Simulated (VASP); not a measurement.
# CuAu in VASP: a series of runs, part 2 of 2

VASP 6.6.1. The steps go on from the part before.

## 3. Single point, PBE

The input, INCAR:

```
PREC = Accurate ; ENCUT = 520
EDIFF = 1E-6 ; ISMEAR = 1
SIGMA = 0.05 ; LREAL = False
LASPH = True ; NELM = 80
ALGO = Normal ; ISIF = 2
LWAVE = False ; LCHARG = False
GGA = PE ; NBANDS = 18
```

The input, KPOINTS:

```
Automatic mesh
0
Gamma
  8 8 6
```

The input, POSCAR:

```
CuAu
1.0
    2.8107494552      0.0000000000      0.0000000000
    0.0000000000      2.8107494552      0.0000000000
    0.0000000000      0.0000000000      3.6850000000
Au Cu
1 1
Direct
    0.0000000000      0.0000000000      0.0000000000
    0.5000000000      0.5000000000      0.5000000000
```

Potentials or basis: VASP PAW PBE potentials, release 64 (Au, Cu).

Launch:

```
$ cat potpaw_PBE.64/Au/POTCAR potpaw_PBE.64/Cu/POTCAR > POTCAR
$ mpirun -np 1 vasp_std > vasp.out
```

It took 29 s on 1 thread of Intel Xeon 6975P-C, shared host; peak memory 0.17 GiB.

It converged, with:

- Free energy: -7.0371 eV
- Pressure: 5.1 GPa
- Band gap on the k mesh: zero (band 11 reaches 14.10 eV, above the bottom of band 12 at 6.75 eV)

Stress tensor (GPa, compression positive):
```
6.23 0.00 0.00
0.00 6.23 0.00
0.00 0.00 2.98
```

Levels at points of the mesh, in eV from the Fermi level:
| k point | band 9 | band 10 | band 11 | band 12 | band 13 | band 14 |
| --- | --- | --- | --- | --- | --- | --- |
| (0.00, 0.00, 0.00) | -1.72 | -1.50 | -1.50 | 2.08 | 8.00 | 10.00 |
| (0.50, 0.00, 0.00) | -2.43 | -2.23 | -0.90 | -0.15 | 9.39 | 9.47 |
| (0.50, 0.50, 0.00) | -1.41 | -1.41 | 0.64 | 0.64 | 5.12 | 6.84 |
| (0.00, 0.00, 0.50) | -2.38 | -2.36 | -2.36 | -2.01 | 14.33 | 14.57 |
| (0.50, 0.00, 0.50) | -1.63 | -1.58 | -1.07 | -1.06 | 2.65 | 4.36 |
| (0.50, 0.50, 0.50) | -1.67 | -1.65 | 5.34 | 5.49 | 5.49 | 6.15 |

Caveat: spin-orbit coupling is left out, which moves the levels of the heavy elements.

## 4. Single point, PBE

The input, INCAR:

```
PREC     = Accurate       # precision mode
ENCUT    = 520            # plane-wave cutoff, eV
EDIFF    = 1E-6           # SCF threshold, eV
ISMEAR   = -1             # smearing method
SIGMA    = 0.025          # smearing width, eV
LREAL    = F              # projectors in reciprocal space
LASPH    = T              # aspherical terms in the spheres
NELM     = 80             # most SCF steps
ALGO     = Fast           # electronic algorithm
ISIF     = 2              # what is computed and relaxed
LWAVE    = F              # write WAVECAR
LCHARG   = F              # write CHGCAR
GGA      = PE             # functional
NBANDS   = 18             # bands
```

The input, KPOINTS:

```
Automatic mesh
0
Gamma
  7 7 5
```

The input, POSCAR:

```
CuAu
1.0
    2.8107494552      0.0000000000      0.0000000000
    0.0000000000      2.8107494552      0.0000000000
    0.0000000000      0.0000000000      3.6850000000
Au Cu
1 1
Direct
   -0.0070600000      0.0031540000     -0.0155730000
    0.4965640000      0.4897100000      0.4947630000
```

Launch:

```
$ cat potpaw_PBE.64/Au/POTCAR potpaw_PBE.64/Cu/POTCAR > POTCAR
$ mpirun -np 1 vasp_std > vasp.out
```

Wall time 76 s (1 thread of Intel Xeon 6975P-C, shared host); peak memory 0.19 GiB.

It converged, with:

```yaml
Free_energy: -7.0737 eV
Pressure: 4.6 GPa
Largest_force: 0.305 eV/Å
Band_gap_on_the_k_mesh: zero (band 11 reaches 11.44 eV, above the bottom of band 12 at 6.79 eV)
```

Forces on the atoms (eV/Å):
```
Au   0.036 -0.135  0.271
Cu  -0.036  0.135 -0.271
```

Stress tensor (GPa, compression positive):
```
 4.98 -0.02  0.05
-0.02  4.92 -0.18
 0.05 -0.18  3.94
```

Levels at points of the mesh, in eV from the Fermi level:
```tsv
k point	band 7	band 8	band 9	band 10	band 11	band 12	band 13	band 14	band 15	band 16
(0.00, 0.00, 0.00)	-2.77	-2.08	-1.63	-1.41	-1.41	2.18	8.09	10.10	10.11	16.78
```

Caveat: spin-orbit coupling is left out, which moves the levels of the heavy elements.

## 5. Single point, PBE

The input, INCAR:

```
  PREC = Accurate
  ENCUT = 520
  EDIFF = 1E-6
  ISMEAR = -1
  SIGMA = 0.01
  LREAL = F
  LASPH = T
  NELM = 80
  ALGO = Fast
  ISIF = 2
  LWAVE = F
  LCHARG = T
  GGA = PE
  LELF = T
  LVHAR = T
  NBANDS = 18
```

The input, KPOINTS:

```
regular mesh
0
Gamma
  7 7 5
```

POSCAR is that of step 4.

Potentials or basis: VASP PAW PBE potentials, release 64 (Au, Cu).

Launch:

```
$ cat potpaw_PBE.64/Au/POTCAR potpaw_PBE.64/Cu/POTCAR > POTCAR
$ mpirun -np 1 vasp_std > vasp.out
```

OUTCAR:

```text
PREC = Accurate
   ENCUT = 520
   EDIFF = 1E-6
   ISMEAR = -1
   LREAL = F
   LASPH = T
   NELM = 80
   ISIF = 2
   GGA = PE

 ion  position               nearest neighbor table
   1  0.993  0.003  0.984-   2 2.66   2 2.67   2 2.70   2 2.71   2 2.71   2 2.72   2 2.75   2 2.76

   2  0.497  0.490  0.495-   1 2.66   1 2.67   1 2.70   1 2.71   1 2.71   1 2.72   1 2.75   1 2.76

  LATTYP: Found a simple tetragonal cell.
 ALAT       =     2.8107494552
[... 694 lines left out ...]
 [... further k-points ...]

------------------------ aborting loop because EDIFF is reached ----------------------------------------

  FORCE on cell =-STRESS in cart. coord.  units (eV):
  Direction    XX          YY          ZZ          XY          YZ          ZX
  --------------------------------------------------------------------------------------
  -------------------------------------------------------------------------------------
  Total        0.9076414      0.8928147      0.7204179     -0.0043008     -0.0334066      0.0088479
  in kB       49.9508796     49.1349069     39.6472727     -0.2366915     -1.8384871      0.4869353
  external PRESSURE =      46.2443530 kB  Pullay stress =       0.0000000 kB

 VOLUME and BASIS-vectors are now :
 -----------------------------------------------------------------------------
  energy-cutoff  :      520.00
  volume of cell :       29.11
      direct lattice vectors                 reciprocal lattice vectors
     2.810749455  0.000000000  0.000000000     0.355776997  0.000000000  0.000000000
     0.000000000  2.810749455  0.000000000     0.000000000  0.355776997  0.000000000
     0.000000000  0.000000000  3.685000000     0.000000000  0.000000000  0.271370421

 POSITION                                       TOTAL-FORCE (eV/Angst)
 -----------------------------------------------------------------------------------
      2.79091      0.00887      3.62761         0.036443     -0.135213      0.270695
      1.39572      1.37645      1.82320        -0.036443      0.135213     -0.270695
 -----------------------------------------------------------------------------------
    total drift:                                0.000434     -0.000270      0.001649

  FREE ENERGIE OF THE ION-ELECTRON SYSTEM (eV)
  ---------------------------------------------------
  free  energy   TOTEN  =        -7.0730353681 eV

  energy  without entropy=       -7.0725828931  energy(sigma->0) =       -7.07280913
```

OSZICAR:

```text
N       E                     dE             d eps       ncg     rms          rms(c)
DAV:   1     0.130816399256E+03    0.13082E+03   -0.10874E+04  4702   0.171E+03
DAV:   2    -0.270822587605E+01   -0.13352E+03   -0.12500E+03  4488   0.299E+02
DAV:   3    -0.797634681230E+01   -0.52681E+01   -0.51934E+01  5196   0.693E+01
DAV:   4    -0.804916475440E+01   -0.72818E-01   -0.72764E-01  5500   0.680E+00
DAV:   5    -0.805107508662E+01   -0.19103E-02   -0.19102E-02  5726   0.113E+00    0.115E+01
RMM:   6    -0.748267660049E+01    0.56840E+00   -0.44078E+00  5144   0.336E+01    0.573E+00
RMM:   7    -0.714773215348E+01    0.33494E+00   -0.16684E+00  5099   0.188E+01    0.553E+00
RMM:   8    -0.707614995063E+01    0.71582E-01   -0.19326E-01  5241   0.580E+00    0.232E+00
RMM:   9    -0.708115472937E+01   -0.50048E-02   -0.51784E-02  5529   0.393E+00    0.912E-01
RMM:  10    -0.707319367319E+01    0.79611E-02   -0.43254E-02  5538   0.287E+00    0.270E-01
RMM:  11    -0.707322650351E+01   -0.32830E-04   -0.63602E-03  6129   0.801E-01    0.187E-01
RMM:  12    -0.707331361705E+01   -0.87114E-04   -0.97882E-04  5825   0.294E-01    0.135E-01
RMM:  13    -0.707303274028E+01    0.28088E-03   -0.54177E-04  5309   0.349E-01    0.454E-02
RMM:  14    -0.707303402476E+01   -0.12845E-05   -0.13839E-04  5717   0.101E-01    0.492E-03
RMM:  15    -0.707303516166E+01   -0.11369E-05   -0.14114E-05  5879   0.398E-02    0.461E-03
RMM:  16    -0.707303536814E+01   -0.20648E-06   -0.29306E-06  3427   0.148E-02
   1 F= -.70730354E+01 E0= -.70728091E+01  d E =-.452475E-03
```

Wall time 71 s (1 thread of Intel Xeon 6975P-C, shared host); peak memory 0.19 GiB.

Results:

```
Free energy            : -7.0730 eV
Pressure               : 4.6 GPa
Largest force          : 0.305 eV/Å
Band gap on the k mesh : zero (band 11 reaches 11.44 eV, above the bottom of band 12 at 6.79 eV)
```

Forces on the atoms (eV/Å):
```
Au   0.036 -0.135  0.271
Cu  -0.036  0.135 -0.271
```

Caveat: spin-orbit coupling is left out, which moves the levels of the heavy elements.

## 6. Overview

```csv
k mesh,smearing,gap on the mesh (eV),pressure (GPa),largest force (eV/Å)
8 × 8 × 6,methfessel-paxton 0.05 eV,none,5.1,-
7 × 7 × 5,fermi-dirac 0.025 eV,none,4.6,0.30
7 × 7 × 5,fermi-dirac 0.01 eV,none,4.6,0.30
```

Some of these runs hold the atoms at other places in the same cell, which the table doesn't show; runs alike in all that it shows share one row.

Alike in all rows: task single point; level PBE; potentials or basis VASP PAW PBE potentials, release 64 (Au, Cu); no spin polarisation; cell as given; cutoff (eV) 520.

Every run on the cell as given and a fine mesh finds a metal.

Caveats: spin-orbit coupling is left out, which moves the levels of the heavy elements.

Total energies depend on the potentials used, so only differences within one code and one set of settings carry meaning.
